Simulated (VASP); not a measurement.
Runs of VASP 6.6.1 on TeP2. The structure is that of space group P6/mmm (No. 191), or close to it. The cells are those of the table. 

| task | cell | k mesh | cutoff (eV) | gap on the mesh (eV) | pressure (GPa) | relaxed volume (Å³/atom) |
| --- | --- | --- | --- | --- | --- | --- |
| single point | a = 4.186, b = 4.186, c = 4.020 Å, angles 90.0, 90.0, 120.0°, 3 atoms | 12 × 12 × 12 | 520 | none | -0.2 | - |
| relaxation of cell and atoms | relaxed from a = 4.221, b = 4.221, c = 4.549 Å, angles 90.0, 90.0, 120.0°, 3 atoms | 6 × 6 × 4 | 600 | none | 0.0 | 20.35 |
| single point | a = 4.141, b = 4.141, c = 4.120 Å, angles 90.0, 90.0, 120.0°, 3 atoms | 6 × 6 × 4 | 520 | none | (a) | - |
| single point | a = 4.221, b = 4.221, c = 4.549 Å, angles 90.0, 90.0, 120.0°, 3 atoms | 6 × 6 × 4 | 520 | none | -5.7 | - |
| relaxation of cell and atoms | relaxed from a = 4.141, b = 4.141, c = 4.120 Å, angles 90.0, 90.0, 120.0°, 3 atoms | 12 × 12 × 12 | 600 | none | 0.0 | (b) |

Alike in all rows: level PBE; potentials or basis VASP PAW PBE potentials, release 64 (Te, P); no spin polarisation; smearing gaussian 0.1 eV.

Problem. Fill in the values left out.

Solution. (a) -0.1; (b) 20.28.

Caveats: some runs use coarse meshes; spin-orbit coupling is left out, which moves the levels of the heavy elements.

A k mesh can miss the band edges, and the runs leave out spin-orbit coupling on Te.

A gap of «none» marks levels without a gap at the run's occupations.
